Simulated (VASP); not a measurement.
**V: single point with PBE**

Crystal: V.

```
V
1.0
     1.97143    0.00000    0.00000
     0.00000    1.97143    0.00000
     0.00000    0.00000    1.97143
V
1
Direct
  0.00000 0.00000 0.00000
```

This cell differs from its parent crystal: volume scaled by 0.52.

```json
{
  "Program": "VASP 6.6.1",
  "Task": "single point",
  "Functional": "PBE",
  "Potentials or basis": "VASP PAW PBE potentials, release 64 (V_sv)",
  "Cutoff": "520 eV",
  "k mesh": "15 × 15 × 15",
  "Occupations": "fermi-dirac, width 0.08 eV",
  "Spin": "no spin polarisation"
}
```

- Pressure: 329.1 GPa

Levels at points of the mesh, in eV from the Fermi level:
```csv
k point,band 3,band 4,band 5,band 6,band 7,band 8,band 9,band 10,band 11,band 12
"(0.00, 0.00, 0.00)",-35.62,-35.62,-6.85,-5.53,-5.53,6.86,6.86,6.86,27.95,27.95
```

Wall time 4.8 s on 1 thread of Intel Xeon 6975P-C (shared host), peak memory 0.12 GiB.
